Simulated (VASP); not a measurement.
# MoH3 (Fm-3m) in VASP: further runs, part 2 of 2

VASP 6.6.1. Earlier steps stand in the parts before.

## 5. Relaxation of cell and atoms, PBE

This run uses another cell than the first one, of 12.43 Å³/atom.

INCAR

```
SYSTEM = MoH3
PREC     = Accurate       ! precision mode
ENCUT    = 600            ! plane-wave cutoff, eV
EDIFF    = 1E-6           ! SCF threshold, eV
ISMEAR   = 0              ! smearing method
SIGMA    = 0.1            ! smearing width, eV
LREAL    = .False.        ! projectors in reciprocal space
LASPH    = .True.         ! aspherical terms in the spheres
NELM     = 80             ! most SCF steps
ALGO     = Normal         ! electronic algorithm
ISIF     = 3              ! what is computed and relaxed
LWAVE    = .False.        ! write WAVECAR
LCHARG   = .False.        ! write CHGCAR
GGA      = PE             ! functional
IBRION   = 2              ! ionic algorithm
NSW      = 90             ! ionic steps
EDIFFG   = -0.04          ! ionic threshold
```

KPOINTS

```
regular mesh
0
Gamma
  6 6 6
  0 0 0
```

POSCAR

```
MoH3
1.0
    0.0000000000      2.9189174400      2.9189174400
    2.9189174400      0.0000000000      2.9189174400
    2.9189174400      2.9189174400      0.0000000000
H Mo
3 1
Direct
    0.2500000000      0.2500000000      0.2500000000
    0.7500000000      0.7500000000      0.7500000000
    0.5000000000      0.5000000000      0.5000000000
    0.0000000000      0.0000000000      0.0000000000
```

Started as:

```bash
$ cat potpaw_PBE.64/H/POTCAR potpaw_PBE.64/Mo_sv/POTCAR > POTCAR
$ mpirun -np 1 vasp_std > vasp.out
```

Wall time 2 min (1 thread of Intel Xeon Platinum 8488C (Sapphire Rapids), shared host); peak memory 0.26 GiB.

Results (log left out):

```
Free energy                           : -19.4768 eV
Relaxed volume                        : 5.77 Å³/atom
Relaxed cell                          : a = 3.197 Å, b = 3.197 Å, c = 3.197 Å, α = 60.00°, β = 60.00°, γ = 60.00°
Space group after relaxing (to 0.1 Å) : Fm-3m (No. 225)
Pressure after relaxing               : -0.6 GPa
Band gap on the k mesh                : zero (an odd number of electrons rules out a gap without spin polarisation)
```

Final structure:
```yaml
crystal:
  lattice:
    - [0.00000, 2.26029, 2.26029]
    - [2.26029, 0.00000, 2.26029]
    - [2.26029, 2.26029, 0.00000]
  atoms:
    - { symbol: H, position: [0.25000, 0.25000, 0.25000] }
    - { symbol: H, position: [0.75000, 0.75000, 0.75000] }
    - { symbol: H, position: [0.50000, 0.50000, 0.50000] }
    - { symbol: Mo, position: [0.00000, 0.00000, 0.00000] }
```

Levels at points of the mesh, in eV from the Fermi level:
```
           k point  band 5  band 6  band 7  band 8  band 9  band 10  band 11  band 12
(0.00, 0.00, 0.00)  -12.94   -2.37   -2.37   -2.37   -1.34    -0.13    -0.13     2.87
(0.50, 0.00, 0.00)   -9.19   -7.72   -2.46   -2.46   -0.66     1.10     1.10     4.40
(0.50, 0.50, 0.00)   -8.31   -8.11   -6.10    1.22    1.40     1.40     5.06     5.60
```

Caveat: the volume moved by over 15 % at a fixed basis, so the end points are rough; an odd number of electrons without spin polarisation forces a metal; a magnetic or distorted state may lie lower.

## 6. Single point, PBE

INCAR

```
SYSTEM = MoH3
PREC = Accurate ; ENCUT = 520
EDIFF = 1E-7 ; ISMEAR = 0
SIGMA = 0.1 ; LREAL = .False.
LASPH = .True. ; NELM = 80
ALGO = Normal ; ISIF = 2
LWAVE = .False. ; LCHARG = .True.
GGA = PE ; LELF = .True.
LVHAR = .True. ; NBANDS = 16
```

KPOINTS

```
regular mesh
0
Gamma
  18 18 18
  0 0 0
```

POSCAR

```
MoH3
1.0
    0.0000000000      2.2585128731      2.2585128731
    2.2585128731      0.0000000000      2.2585128731
    2.2585128731      2.2585128731      0.0000000000
H Mo
3 1
Direct
    0.2500000000      0.2500000000      0.2500000000
    0.7500000000      0.7500000000      0.7500000000
    0.5000000000      0.5000000000      0.5000000000
    0.0000000000      0.0000000000      0.0000000000
```

Potentials or basis: VASP PAW PBE potentials, release 64 (H, Mo_sv).

Started as:

```bash
$ cat potpaw_PBE.64/H/POTCAR potpaw_PBE.64/Mo_sv/POTCAR > POTCAR
$ mpirun -np 1 vasp_std > vasp.out
```

It took 32 s on 1 thread of Intel Xeon Platinum 8488C (Sapphire Rapids), shared host; peak memory 0.19 GiB.

It converged, with:

```yaml
Free_energy: -19.4532 eV
Pressure: 0.1 GPa
Band_gap_on_the_k_mesh: zero (an odd number of electrons rules out a gap without spin polarisation)
```

Levels at points of the mesh, in eV from the Fermi level:
```
           k point  band 6  band 7  band 8  band 9  band 10  band 11  band 12  band 13
(0.00, 0.00, 0.00)   -2.61   -2.61   -2.61   -1.63    -0.35    -0.35     2.56    11.23
(0.50, 0.00, 0.00)   -8.02   -2.70   -2.70   -0.97     0.89     0.89     4.19    11.31
(0.50, 0.50, 0.00)   -8.39   -6.38    1.01    1.20     1.20     4.84     5.34     5.34
```

Caveat: an odd number of electrons without spin polarisation forces a metal; a magnetic or distorted state may lie lower.

## 7. Relaxation of cell and atoms, PBE

INCAR

```
SYSTEM = MoH3
  PREC = Accurate
  ENCUT = 600
  EDIFF = 1E-6
  ISMEAR = 0
  SIGMA = 0.1
  LREAL = .FALSE.
  LASPH = .TRUE.
  NELM = 80
  ALGO = Normal
  ISIF = 3
  LWAVE = .FALSE.
  LCHARG = .FALSE.
  GGA = PE
  IBRION = 2
  NSW = 100
  EDIFFG = -0.01
```

KPOINTS

```
Automatic mesh
0
G
  18 18 18
  0 0 0
```

POSCAR

```
MoH3
1.0
    0.0000000000      2.2574801389      2.2574801389
    2.2574801389      0.0000000000      2.2574801389
    2.2574801389      2.2574801389      0.0000000000
H Mo
3 1
Direct
    0.2500000000      0.2500000000      0.2500000000
    0.7500000000      0.7500000000      0.7500000000
    0.5000000000      0.5000000000      0.5000000000
    0.0000000000      0.0000000000      0.0000000000
```

Started as:

```bash
$ cat potpaw_PBE.64/H/POTCAR potpaw_PBE.64/Mo_sv/POTCAR > POTCAR
$ mpirun -np 1 vasp_std > vasp.out
```

Wall time 74 s (1 thread of Intel Xeon Platinum 8488C (Sapphire Rapids), shared host); peak memory 0.21 GiB.

It converged, with:

```yaml
Free_energy: -19.4550 eV
Relaxed_volume: 5.77 Å³/atom
Relaxed_cell: a = 3.195 Å, b = 3.195 Å, c = 3.195 Å, α = 60.00°, β = 60.00°, γ = 60.00°
Space_group_after_relaxing_to_0.1_Å: Fm-3m (No. 225)
Energy_gained_by_relaxing: 0.0 meV/atom
Ionic_steps: 2
Pressure_after_relaxing: 0.0 GPa
Band_gap_on_the_k_mesh: zero (an odd number of electrons rules out a gap without spin polarisation)
```

Final structure:
```xyz
4
Lattice="0.0000 2.2592 2.2592 2.2592 0.0000 2.2592 2.2592 2.2592 0.0000" Properties=species:S:1:pos:R:3 pbc="T T T"
H     1.1296    1.1296    1.1296
H     3.3889    3.3889    3.3889
H     2.2592    2.2592    2.2592
Mo    0.0000    0.0000    0.0000
```

Levels at points of the mesh, in eV from the Fermi level:
```
           k point  band 7  band 8  band 9  band 10  band 11  band 12
(0.00, 0.00, 0.00)   -2.60   -2.60   -1.63    -0.35    -0.35     2.56
(0.50, 0.00, 0.00)   -2.69   -2.69   -0.97     0.89     0.89     4.18
(0.50, 0.50, 0.00)   -6.38    1.01    1.19     1.19     4.83     5.34
```

Caveat: an odd number of electrons without spin polarisation forces a metal; a magnetic or distorted state may lie lower.

## 8. Overview

```tsv
task	spin	cell	k mesh	cutoff (eV)	gap on the mesh (eV)	pressure (GPa)
single point	off	a = 3.193 Å, angles 60.0°, 4 atoms	6 × 6 × 6	520	none	-0.1
single point	off	a = 4.128 Å, angles 60.0°, 4 atoms	6 × 6 × 6	520	none	-31.3
single point	collinear	a = 3.193 Å, angles 60.0°, 4 atoms	6 × 6 × 6	520	none	-0.1
relaxation of cell and atoms	off	relaxed from a = 4.128 Å, angles 60.0°, 4 atoms	6 × 6 × 6	600	none	-0.6
single point	off	a = 3.194 Å, angles 60.0°, 4 atoms	18 × 18 × 18	520	none	0.1
relaxation of cell and atoms	off	relaxed from a = 3.193 Å, angles 60.0°, 4 atoms	18 × 18 × 18	600	none	0.0
```

Alike in all rows: level PBE; potentials or basis VASP PAW PBE potentials, release 64 (H, Mo_sv); smearing gaussian 0.1 eV.

Caveats: some runs use coarse meshes; an odd number of electrons without spin polarisation forces a metal (at least some runs); a magnetic or distorted state may lie lower (at least some runs); the cell stands under tension (at least some runs); the volume moved by over 15 % at a fixed basis, so the end points are rough (at least some runs).

Absolute energies hang on the potentials; compare differences alone.
